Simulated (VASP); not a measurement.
A run of VASP 6.6.1 is set up as follows.

The input INCAR:

```
SYSTEM = NaI
PREC = Accurate
ENCUT = 520
EDIFF = 1E-7
ISMEAR = 0
SIGMA = 0.01
LREAL = .FALSE.
LASPH = .TRUE.
NELM = 60
ALGO = Normal
ISIF = 2
LWAVE = .FALSE.
LCHARG = .FALSE.
GGA = CA
NBANDS = 22
```

File KPOINTS:

```
regular mesh
0
G
  4 4 3
  0 0 0
```

POSCAR

```
NaI
1.0
    4.6222100000      0.0000000000      0.0000000000
    0.0000000000      4.2697000000      0.0000000000
    0.0000000000      0.0000000000      7.7983800000
Na I
2 2
Direct
    0.2500000000      0.5000000000      0.2750300000
    0.7500000000      0.5000000000      0.7249700000
    0.2500000000      0.0000000000      0.7424300000
    0.7500000000      0.0000000000      0.2575700000
```

Potentials or basis: VASP PAW LDA potentials, release 64 (Na_pv, I).

The run is started by

```bash
$ cat potpaw_LDA.64/Na_pv/POTCAR potpaw_LDA.64/I/POTCAR > POTCAR
$ mpirun -np 1 vasp_std > vasp.out
```

Problem. Estimate the largest force.

Solution. 0.043 eV/Å.

Problem. What does it give for the pressure?

Solution. -1.4 GPa.

Problem. Predict the band gap on the k mesh.

Solution. 2.46 eV, indirect (least direct gap 2.69 eV).

Forces in eV/Å, atoms in the order of the input:
```
Na   0.000  0.000 -0.033
Na   0.000  0.000  0.033
I    0.000  0.000 -0.043
I    0.000  0.000  0.043
```

Caveat: spin-orbit coupling is left out, which moves the levels of the heavy elements. A k mesh can miss the band edges.
